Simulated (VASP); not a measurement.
The system is ZnO.

```
CELL_PARAMETERS angstrom
3.28797 0.00000 0.00000
-1.64398 2.84746 0.00000
0.00000 0.00000 7.13044
ATOMIC_POSITIONS crystal
Zn 0.00000 0.00000 0.25000
Zn 0.00000 0.00000 0.75000
O 0.66667 0.33333 0.75000
O 0.33333 0.66667 0.25000
```

Base run:

| Property | Result |
| --- | --- |
| Program | VASP 6.6.1 |
| Functional | PBE |
| Potentials or basis | VASP PAW PBE potentials, release 64 (Zn, O) |
| Cutoff | 520 eV |
| k mesh | 9 × 9 × 4 |
| Occupations | fermi-dirac, width 0.05 eV |
| Spin | no spin polarisation |

Its results: band gap on the k mesh 0.82 eV, direct; pressure 0.1 GPa.

Problem. The run is repeated on the same cell with these changes: functional from PBE to LDA; potentials or basis from VASP PAW PBE potentials, release 64 (Zn, O) to VASP PAW LDA potentials, release 64 (Zn, O). What comes out?

Solution. Band gap on the k mesh 0.76 eV, direct; pressure -7.4 GPa.

A k mesh can miss the band edges.
